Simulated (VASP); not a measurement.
Input of a VASP 6.6.1 run:

File INCAR:

```
PREC = Accurate
ENCUT = 520
EDIFF = 1E-6
ISMEAR = -1
SIGMA = 0.1
LREAL = F
LASPH = T
NELM = 150
ALGO = Normal
ISIF = 2
LWAVE = F
LCHARG = T
MAGMOM = 0 0 0
LORBIT = 11
LSORBIT = T
GGA_COMPAT = F
LORBMOM = T
LMAXMIX = 4
GGA = CA
LVHAR = T
NBANDS = 22
```

File KPOINTS:

```
regular mesh
0
Gamma
  10 10 10
```

Contents of POSCAR:

```
Y
1.0
    3.1408734753      0.0000000000      0.0000000000
    0.0000000000      3.1408734753      0.0000000000
    0.0000000000      0.0000000000      3.1408734753
Y
1
Direct
    0.0000000000      0.0000000000      0.0000000000
```

Potentials or basis: VASP PAW LDA potentials, release 64 (Y_sv).

Run with:

```sh
$ cat potpaw_LDA.64/Y_sv/POTCAR > POTCAR
$ mpirun -np 1 vasp_ncl > vasp.out
```

(1) Estimate the net moment.

(2) Predict the pressure.

Results:

(1) 0.00 μB per cell.

(2) -0.1 GPa.
